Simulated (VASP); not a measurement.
Write the native input for VASP 6.6.1 that does the following.

| Item | Value |
| --- | --- |
| Task | relaxation of cell and atoms |
| Functional | BLYP |
| Potentials or basis | VASP PAW PBE potentials, release 64 (Co, O) |
| Cutoff | 600 eV |
| k mesh | 7 × 7 × 7 |
| Occupations | fermi-dirac, width 0.05 eV |
| Spin | collinear spin, ferromagnetic start |
| Starting moments | [2.0, 0.0] μB |
| Dipole correction | no |
| Further INCAR settings | ALGO = Normal; EDIFF = 1e-06; IBRION = 2; EDIFFG = -0.01; NSW = 60; ISIF = 3 |

The structure of CoO lies in POSCAR:

```
CoO
1.0
    2.5705263100      0.0000000000      0.0000000000
    0.0000000000      2.5705263100      0.0000000000
    0.0000000000      0.0000000000      2.5705263100
Co O
1 1
Direct
    0.0000000000      0.0000000000      0.0000000000
    0.5000000000      0.5000000000      0.5000000000
```

One way to write it, as run:

INCAR

```
SYSTEM = CoO
PREC     = Accurate       ! precision mode
ENCUT    = 600            ! plane-wave cutoff, eV
EDIFF    = 1E-6           ! SCF threshold, eV
ISMEAR   = -1             ! smearing method
SIGMA    = 0.05           ! smearing width, eV
LREAL    = .FALSE.        ! projectors in reciprocal space
LASPH    = .TRUE.         ! aspherical terms in the spheres
NELM     = 150            ! most SCF steps
ALGO     = Normal         ! electronic algorithm
ISIF     = 3              ! what is computed and relaxed
LWAVE    = .FALSE.        ! write WAVECAR
LCHARG   = .FALSE.        ! write CHGCAR
ISPIN    = 2              ! spin polarisation
MAGMOM   = 2 0            ! initial moments
LORBIT   = 11             ! projections on sites
LMAXMIX  = 4              ! l up to which the mixer works
GGA      = B5             ! functional
ALDAX    = 1.0          
AGGAX    = 1.0          
AGGAC    = 1.0          
ALDAC    = 0.0          
IBRION   = 2              ! ionic algorithm
NSW      = 60             ! ionic steps
EDIFFG   = -0.01          ! ionic threshold
```

KPOINTS

```
regular mesh
0
G
  7 7 7
  0 0 0
```

Potentials or basis: VASP PAW PBE potentials, release 64 (Co, O).

Command:

```sh
$ cat potpaw_PBE.64/Co/POTCAR potpaw_PBE.64/O/POTCAR > POTCAR
$ mpirun -np 1 vasp_std > vasp.out
```

It gave:

```yaml
Relaxed_volume: 9.34 Å³/atom
Relaxed_cell: a = 2.654 Å, b = 2.654 Å, c = 2.654 Å, α = 90.00°, β = 90.00°, γ = 90.00°
Space_group_after_relaxing_to_0.05_Å: Pm-3m (No. 221)
Energy_gained_by_relaxing: 51.1 meV/atom
Ionic_steps: 3
Pressure_after_relaxing: -0.1 GPa
Band_gap_on_the_k_mesh: zero (filled and empty bands overlap)
Net_moment: 3.00 μB per cell
Site_moments: Co +2.49; O +0.45 μB
Valence_electrons_inside_the_program's_atomic_spheres: Co 7.75; O 4.92
```

Caveat: the PAW data sets were made with another functional, which shifts forces and pressure a little; a cell with one magnetic atom can't hold antiferromagnetic order, which such compounds often take; semilocal functionals often make such compounds metallic where correlation or magnetic order opens a gap, which also shifts bond lengths.

Run time: 70 s on 1 thread of Intel Xeon 8259CL (shared host), peak memory 0.16 GiB.
